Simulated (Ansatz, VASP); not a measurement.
**One calculation of Rb2CaCrC6N6, two programs**

```
Rb Ca Cr C N
1.0
     0.00000    5.30600    5.30600
     5.30600    0.00000    5.30600
     5.30600    5.30600    0.00000
Rb Ca Cr C N
2 1 1 6 6
Direct
  0.25000 0.25000 0.25000
  0.75000 0.75000 0.75000
  0.00000 0.00000 0.00000
  0.50000 0.50000 0.50000
  0.80155 0.19845 0.19845
  0.19845 0.80155 0.19845
  0.19845 0.19845 0.80155
  0.19845 0.80155 0.80155
  0.80155 0.19845 0.80155
  0.80155 0.80155 0.19845
  0.69129 0.30871 0.30871
  0.30871 0.69129 0.30871
  0.30871 0.30871 0.69129
  0.30871 0.69129 0.69129
  0.69129 0.30871 0.69129
  0.69129 0.69129 0.30871
```

Alike in both runs: task single point; functional PBE; k mesh 4 × 4 × 4; occupations gaussian, width 0.1 eV; collinear spin.

```csv
,VASP,Ansatz
version,VASP 6.6.1,Ansatz 0.2.0
potentials or method,"VASP PAW PBE potentials, release 64 (Rb_sv, Ca_sv, Cr_pv, C, N), cutoff 520 eV","scalar-relativistic, plane waves, PAW"
valence electrons in the cell,94,96
```

|  | VASP | Ansatz | Ansatz less VASP |
| --- | --- | --- | --- |
| gap on the k mesh at the Fermi level (eV) | none | none | - |
| pressure (GPa) | 10.7 | 10.2 | -0.48 |
| rms of the force components (eV/Å) | 1.292 | 1.325 | +0.0337 |
| net moment per atom (μB) | 0.12 | 0.13 | 0.000 |
| size of the moment on the site where the two differ most (μB) | 2.01 | 1.72 | -0.294 |

Site moments also hang on the region over which each program counts them. Atom by atom the forces differ by 0.177 eV/Å (rms over components). A gap of «none» marks a metal or a gap that the smearing closes. The functional is the same, so the differences come from potentials, cutoffs and numerics. VASP's potentials hold 94 valence electrons a cell and Ansatz's 96, so a difference there can come from the potentials and not from the codes.

Noted on VASP's run: the standard files for N, O and F lose accuracy on very short bonds.
